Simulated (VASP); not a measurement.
# YbRe (Pm-3m) in VASP: notebook, part 2 of 2

VASP 6.6.1. The steps go on from the part before.

### Step 3. Single point, r2SCAN (18.42 Å³/atom)

This run uses another cell than the first one, of 18.42 Å³/atom.

POSCAR

```
YbRe
1.0
    3.3273886377      0.0000000000      0.0000000000
    0.0000000000      3.3273886377      0.0000000000
    0.0000000000      0.0000000000      3.3273886377
Yb Re
1 1
Direct
    0.0000000000      0.0000000000      0.0000000000
    0.5000000000      0.5000000000      0.5000000000
```

INCAR.step1

```
SYSTEM = YbRe
PREC = Accurate
ENCUT = 520
ISMEAR = 0
SIGMA = 0.05
LREAL = .FALSE.
LASPH = .TRUE.
NELM = 100
NBANDS = 22
GGA = PE
ALGO = Normal
EDIFF = 1E-4
LWAVE = .TRUE.
LCHARG = .FALSE.
```

INCAR.step2

```
SYSTEM = YbRe
PREC = Accurate
ENCUT = 520
EDIFF = 1E-6
ISMEAR = 0
SIGMA = 0.05
LREAL = .FALSE.
LASPH = .TRUE.
NELM = 100
ALGO = Normal
ISIF = 2
LWAVE = .FALSE.
LCHARG = .FALSE.
METAGGA = R2SCAN
LMIXTAU = .TRUE.
NBANDS = 22
ISTART = 1
```

KPOINTS

```
regular mesh
0
G
  10 10 10
  0 0 0
```

Potentials or basis: VASP PAW PBE potentials, release 64 (Yb, Re).

Run with:

```bash
$ cat potpaw_PBE.64/Yb/POTCAR potpaw_PBE.64/Re/POTCAR > POTCAR
$ cp INCAR.step1 INCAR
$ mpirun -np 1 vasp_std > vasp.out
$ cp INCAR.step2 INCAR
$ mpirun -np 1 vasp_std > vasp.out
```

OUTCAR:

```text
SYSTEM = YbRe
   PREC = Accurate
   ENCUT = 520
   EDIFF = 1E-6
   ISMEAR = 0
   LREAL = .FALSE.
   LASPH = .TRUE.
   NELM = 100
   ISIF = 2
   METAGGA = R2SCAN
   ISTART = 1

 ion  position               nearest neighbor table
   1  0.000  0.000  0.000-   2 2.88   2 2.88   2 2.88   2 2.88   2 2.88   2 2.88   2 2.88   2 2.88

   2  0.500  0.500  0.500-   1 2.88   1 2.88   1 2.88   1 2.88   1 2.88   1 2.88   1 2.88   1 2.88

  LATTYP: Found a simple cubic cell.
 ALAT       =     3.3273886377

  Lattice vectors:

 A1 = (   3.3273886377,   0.0000000000,   0.0000000000)
 A2 = (   0.0000000000,   3.3273886377,   0.0000000000)
 A3 = (   0.0000000000,   0.0000000000,   3.3273886377)

Analysis of symmetry for initial positions (statically):
=====================================================================
 Subroutine PRICEL returns:
 Original cell was already a primitive cell.

 Routine SETGRP: Setting up the symmetry group for a
 simple cubic supercell.

 Subroutine GETGRP returns: Found 48 space group operations
 (whereof 48 operations were pure point group operations)
 out of a pool of 48 trial point group operations.

The static configuration has the point symmetry O_h .

Analysis of symmetry for dynamics (positions and initial velocities):
=====================================================================
 Subroutine PRICEL returns:
 Original cell was already a primitive cell.

 Routine SETGRP: Setting up the symmetry group for a
 simple cubic supercell.

 Subroutine GETGRP returns: Found 48 space group operations
 (whereof 48 operations were pure point group operations)
 out of a pool of 48 trial point group operations.

The dynamic configuration has the point symmetry O_h .

 Subroutine INISYM returns: Found 48 space group operations
 (whereof 48 operations are pure point group operations),
 and found     1 'primitive' translations

[... 110 lines left out ...]
   EFERMI_NEDOS =   21; number of points for ismear=-14 and -15
   IALGO  =     38    algorithm
   IMIX   =      4    mixing-type and parameters
     AMIX     =   0.40;   BMIX     =  1.00
     AMIX_MAG =   1.60;   BMIX_MAG =  1.00
  volume/ion in A,a.u.               =      18.42       124.30
  Fermi-wavevector in a.u.,A,eV,Ry     =   1.545581  2.920725 32.501892  2.388822
  Thomas-Fermi vector in A             =   2.650940
   LORBIT       =      0    0 simple, 1 ext, 2 COOP (PROOUT), +10 PAW based schemes
   METAGGA = R2SCAN    functional components
   LHFCALC =     F    Hartree Fock is set to
   AEXX    =    0.0000 exact exchange contribution
   IVDW    =     0    specifies the selected vdW correction
   LEPSILON=     F    determine dielectric tensor
   LRPA    =     F    only Hartree local field effects (RPA)
 non-spin polarized calculation
 Gauss-broadening in eV      SIGMA  =   0.05
  energy-cutoff  :      520.00
  volume of cell :       36.84
 maximum number of plane-waves:      1021
 NGX is ok and might be reduce to    28
   NGX = 13   NGY = 13   NGZ = 13

 number of electron      31.0000008 magnetization

 Free energy of the ion-electron system (eV)
  ---------------------------------------------------
  ext. energy  EPLUGINS =         0.00000000
  ---------------------------------------------------
  free energy    TOTEN  =       -86.48622185 eV

  energy without entropy =      -86.47910903  energy(sigma->0) =      -86.48266544

 E-fermi :   4.2595     XC(G=0): -13.6948

 val. band max:        4.2542290112   @ k =   0.4000   0.2000   0.1000
 cond. band min:       4.2659919368   @ k =   0.3000   0.1000   0.1000
 fundamental gap:      0.0117629256
 Fermi energy:         4.2595426630

 k-point     1 :       0.0000    0.0000    0.0000
  band No.  band energies     occupation
      1     -48.2893      2.00000
      2     -19.6637      2.00000
      3     -19.6637      2.00000
      4     -19.6637      2.00000
      5      -3.0405      2.00000
      6       0.6224      2.00000
[... 589 lines left out ...]
     21       9.7300      0.00000
     22      12.3553      0.00000

 [... further k-points ...]

------------------------ aborting loop because EDIFF is reached ----------------------------------------

  FORCE on cell =-STRESS in cart. coord.  units (eV):
  Direction    XX          YY          ZZ          XY          YZ          ZX
  --------------------------------------------------------------------------------------
  -------------------------------------------------------------------------------------
  Total        0.6748063      0.6748063      0.6748063      0.0000000      0.0000000     -0.0000000
  in kB       29.3480422     29.3480422     29.3480422      0.0000000      0.0000000     -0.0000000
  external PRESSURE =      29.3480422 kB  Pullay stress =       0.0000000 kB

 VOLUME and BASIS-vectors are now :
 -----------------------------------------------------------------------------
  energy-cutoff  :      520.00
  volume of cell :       36.84
      direct lattice vectors                 reciprocal lattice vectors
     3.327388638  0.000000000  0.000000000     0.300535978  0.000000000  0.000000000
     0.000000000  3.327388638  0.000000000     0.000000000  0.300535978  0.000000000
     0.000000000  0.000000000  3.327388638     0.000000000  0.000000000  0.300535978

 POSITION                                       TOTAL-FORCE (eV/Angst)
 -----------------------------------------------------------------------------------
      0.00000      0.00000      0.00000         0.000000      0.000000      0.000000
      1.66369      1.66369      1.66369         0.000000      0.000000      0.000000
 -----------------------------------------------------------------------------------
    total drift:                                0.000000      0.000000     -0.000000

  FREE ENERGIE OF THE ION-ELECTRON SYSTEM (eV)
  ---------------------------------------------------
  free  energy   TOTEN  =       -86.4862218470 eV

  energy  without entropy=      -86.4791090305  energy(sigma->0) =      -86.48266544
```

It took 3.7 min on 1 thread of AMD EPYC 9R45 (Zen 5), shared host; peak memory 0.19 GiB.

What came out:

| Item | Value |
| --- | --- |
| Free energy | -86.4862 eV |
| Pressure | 2.9 GPa |
| Band gap on the k mesh | zero (an odd number of electrons rules out a gap without spin polarisation) |

Levels at points of the mesh, in eV from the Fermi level:
```csv
k point,band 12,band 13,band 14,band 15,band 16,band 17,band 18,band 19
"(0.00, 0.00, 0.00)",-0.69,-0.69,-0.67,0.19,0.19,0.19,5.40,5.40
"(0.50, 0.00, 0.00)",-0.65,-0.65,-0.29,0.34,0.34,1.24,1.89,2.84
"(0.50, 0.50, 0.00)",-0.71,-0.71,-0.65,-0.60,2.29,2.56,2.60,2.60
"(0.50, 0.50, 0.50)",-0.67,-0.67,-0.67,-0.04,-0.04,-0.04,2.40,2.40
```

Caveat: the PAW data sets were made with another functional, which shifts forces and pressure a little; spin-orbit coupling is left out, which moves the levels of the heavy elements. Spin polarisation is off, so any magnetic state and its effect on volume and gap are missing.

### Step 4. Single point, r2SCAN (18.80 Å³/atom)

This run uses another cell than the first one, of 18.80 Å³/atom.

POSCAR

```
YbRe
1.0
    3.3498716754      0.0000000000      0.0000000000
    0.0000000000      3.3498716754      0.0000000000
    0.0000000000      0.0000000000      3.3498716754
Yb Re
1 1
Direct
    0.0000000000      0.0000000000      0.0000000000
    0.5000000000      0.5000000000      0.5000000000
```

INCAR.step1

```
SYSTEM = YbRe
PREC     = Accurate       ! precision mode
ENCUT    = 520            ! plane-wave cutoff, eV
ISMEAR   = 0              ! smearing method
SIGMA    = 0.05           ! smearing width, eV
LREAL    = .FALSE.        ! projectors in reciprocal space
LASPH    = .TRUE.         ! aspherical terms in the spheres
NELM     = 80             ! most SCF steps
NBANDS   = 22             ! bands
GGA      = PE             ! functional
ALGO     = Normal         ! electronic algorithm
EDIFF    = 1E-4           ! SCF threshold, eV
LWAVE    = .TRUE.         ! write WAVECAR
LCHARG   = .FALSE.        ! write CHGCAR
```

INCAR.step2

```
SYSTEM = YbRe
PREC     = Accurate       ! precision mode
ENCUT    = 520            ! plane-wave cutoff, eV
EDIFF    = 1E-6           ! SCF threshold, eV
ISMEAR   = 0              ! smearing method
SIGMA    = 0.05           ! smearing width, eV
LREAL    = .FALSE.        ! projectors in reciprocal space
LASPH    = .TRUE.         ! aspherical terms in the spheres
NELM     = 80             ! most SCF steps
ALGO     = Normal         ! electronic algorithm
ISIF     = 2              ! what is computed and relaxed
LWAVE    = .FALSE.        ! write WAVECAR
LCHARG   = .FALSE.        ! write CHGCAR
METAGGA  = R2SCAN         ! meta-GGA
LMIXTAU  = .TRUE.       
NBANDS   = 22             ! bands
ISTART   = 1
```

KPOINTS

```
Automatic mesh
0
G
  10 10 10
  0 0 0
```

Potentials or basis: VASP PAW PBE potentials, release 64 (Yb, Re).

Run with:

```bash
$ cat potpaw_PBE.64/Yb/POTCAR potpaw_PBE.64/Re/POTCAR > POTCAR
$ cp INCAR.step1 INCAR
$ mpirun -np 1 vasp_std > vasp.out
$ cp INCAR.step2 INCAR
$ mpirun -np 1 vasp_std > vasp.out
```

OUTCAR:

```text
SYSTEM = YbRe
   PREC = Accurate
   ENCUT = 520
   EDIFF = 1E-6
   ISMEAR = 0
   LREAL = .FALSE.
   LASPH = .TRUE.
   NELM = 80
   ISIF = 2
   METAGGA = R2SCAN
   ISTART = 1

 ion  position               nearest neighbor table
   1  0.000  0.000  0.000-   2 2.90   2 2.90   2 2.90   2 2.90   2 2.90   2 2.90   2 2.90   2 2.90

   2  0.500  0.500  0.500-   1 2.90   1 2.90   1 2.90   1 2.90   1 2.90   1 2.90   1 2.90   1 2.90

  LATTYP: Found a simple cubic cell.
 ALAT       =     3.3498716754

  Lattice vectors:

 A1 = (   3.3498716754,   0.0000000000,   0.0000000000)
 A2 = (   0.0000000000,   3.3498716754,   0.0000000000)
 A3 = (   0.0000000000,   0.0000000000,   3.3498716754)

Analysis of symmetry for initial positions (statically):
=====================================================================
 Subroutine PRICEL returns:
 Original cell was already a primitive cell.

 Routine SETGRP: Setting up the symmetry group for a
 simple cubic supercell.

 Subroutine GETGRP returns: Found 48 space group operations
 (whereof 48 operations were pure point group operations)
 out of a pool of 48 trial point group operations.

The static configuration has the point symmetry O_h .

Analysis of symmetry for dynamics (positions and initial velocities):
=====================================================================
 Subroutine PRICEL returns:
 Original cell was already a primitive cell.

 Routine SETGRP: Setting up the symmetry group for a
 simple cubic supercell.

 Subroutine GETGRP returns: Found 48 space group operations
 (whereof 48 operations were pure point group operations)
 out of a pool of 48 trial point group operations.

The dynamic configuration has the point symmetry O_h .

 Subroutine INISYM returns: Found 48 space group operations
 (whereof 48 operations are pure point group operations),
 and found     1 'primitive' translations

[... 110 lines left out ...]
   EFERMI_NEDOS =   21; number of points for ismear=-14 and -15
   IALGO  =     38    algorithm
   IMIX   =      4    mixing-type and parameters
     AMIX     =   0.40;   BMIX     =  1.00
     AMIX_MAG =   1.60;   BMIX_MAG =  1.00
  volume/ion in A,a.u.               =      18.80       126.84
  Fermi-wavevector in a.u.,A,eV,Ry     =   1.535208  2.901122 32.067076  2.356864
  Thomas-Fermi vector in A             =   2.642029
   LORBIT       =      0    0 simple, 1 ext, 2 COOP (PROOUT), +10 PAW based schemes
   METAGGA = R2SCAN    functional components
   LHFCALC =     F    Hartree Fock is set to
   AEXX    =    0.0000 exact exchange contribution
   IVDW    =     0    specifies the selected vdW correction
   LEPSILON=     F    determine dielectric tensor
   LRPA    =     F    only Hartree local field effects (RPA)
 non-spin polarized calculation
 Gauss-broadening in eV      SIGMA  =   0.05
  energy-cutoff  :      520.00
  volume of cell :       37.59
 maximum number of plane-waves:      1064
 NGX is ok and might be reduce to    28
   NGX = 13   NGY = 13   NGZ = 13

 number of electron      31.0000009 magnetization

 Free energy of the ion-electron system (eV)
  ---------------------------------------------------
  ext. energy  EPLUGINS =         0.00000000
  ---------------------------------------------------
  free energy    TOTEN  =       -86.49470724 eV

  energy without entropy =      -86.48754934  energy(sigma->0) =      -86.49112829

 E-fermi :   4.1155     XC(G=0): -13.5668

 val. band max:        4.1085012246   @ k =   0.5000   0.5000   0.5000
 cond. band min:       4.1211158345   @ k =   0.3000   0.1000   0.1000
 fundamental gap:      0.0126146099
 Fermi energy:         4.1154618640

 k-point     1 :       0.0000    0.0000    0.0000
  band No.  band energies     occupation
      1     -48.4422      2.00000
      2     -19.8236      2.00000
      3     -19.8236      2.00000
      4     -19.8236      2.00000
      5      -3.1183      2.00000
      6       0.5972      2.00000
[... 589 lines left out ...]
     21       9.5155      0.00000
     22      12.1176      0.00000

 [... further k-points ...]

------------------------ aborting loop because EDIFF is reached ----------------------------------------

  FORCE on cell =-STRESS in cart. coord.  units (eV):
  Direction    XX          YY          ZZ          XY          YZ          ZX
  --------------------------------------------------------------------------------------
  -------------------------------------------------------------------------------------
  Total        0.0397752      0.0397752      0.0397752     -0.0000000     -0.0000000      0.0000000
  in kB        1.6952666      1.6952666      1.6952666     -0.0000000     -0.0000000      0.0000000
  external PRESSURE =       1.6952666 kB  Pullay stress =       0.0000000 kB

 VOLUME and BASIS-vectors are now :
 -----------------------------------------------------------------------------
  energy-cutoff  :      520.00
  volume of cell :       37.59
      direct lattice vectors                 reciprocal lattice vectors
     3.349871675  0.000000000  0.000000000     0.298518898  0.000000000  0.000000000
     0.000000000  3.349871675  0.000000000     0.000000000  0.298518898  0.000000000
     0.000000000  0.000000000  3.349871675     0.000000000  0.000000000  0.298518898

 POSITION                                       TOTAL-FORCE (eV/Angst)
 -----------------------------------------------------------------------------------
      0.00000      0.00000      0.00000         0.000000      0.000000      0.000000
      1.67494      1.67494      1.67494         0.000000      0.000000      0.000000
 -----------------------------------------------------------------------------------
    total drift:                               -0.000000      0.000000     -0.000000

  FREE ENERGIE OF THE ION-ELECTRON SYSTEM (eV)
  ---------------------------------------------------
  free  energy   TOTEN  =       -86.4947072372 eV

  energy  without entropy=      -86.4875493370  energy(sigma->0) =      -86.49112829
```

Run time: 3.2 min. Hardware: 1 thread of AMD EPYC 9R45 (Zen 5), shared host; peak memory 0.19 GiB.

What came out:

| Property | Result |
| --- | --- |
| Free energy | -86.4947 eV |
| Pressure | 0.2 GPa |
| Band gap on the k mesh | zero (an odd number of electrons rules out a gap without spin polarisation) |

Levels at points of the mesh, in eV from the Fermi level:
```tsv
k point	band 11	band 12	band 13	band 14	band 15	band 16	band 17	band 18	band 19	band 20
(0.00, 0.00, 0.00)	-0.67	-0.67	-0.67	-0.66	0.20	0.20	0.20	5.34	5.34	9.46
(0.50, 0.00, 0.00)	-0.79	-0.63	-0.63	-0.29	0.32	0.32	1.20	1.95	2.75	4.17
(0.50, 0.50, 0.00)	-0.70	-0.69	-0.69	-0.64	-0.59	2.24	2.49	2.49	2.50	6.17
(0.50, 0.50, 0.50)	-0.68	-0.66	-0.66	-0.66	-0.01	-0.01	-0.01	2.34	2.34	5.54
```

Caveat: the PAW data sets were made with another functional, which shifts forces and pressure a little; spin-orbit coupling is left out, which moves the levels of the heavy elements. Spin polarisation is off, so any magnetic state and its effect on volume and gap are missing.

### Step 5. Summary

```csv
cell,gap on the mesh (eV),pressure (GPa)
"a = 3.305 Å, 2 atoms",none,6.7
"a = 3.327 Å, 2 atoms",none,2.9
"a = 3.350 Å, 2 atoms",none,0.2
```

Alike in all rows: task single point; level r2SCAN; potentials or basis VASP PAW PBE potentials, release 64 (Yb, Re); no spin polarisation; k mesh 10 × 10 × 10; cutoff (eV) 520; smearing gaussian 0.05 eV.

Caveats: the PAW data sets were made with another functional, which shifts forces and pressure a little; spin-orbit coupling is left out, which moves the levels of the heavy elements; the cell stands under pressure (at least some runs).

Absolute energies hang on the potentials; compare differences alone.
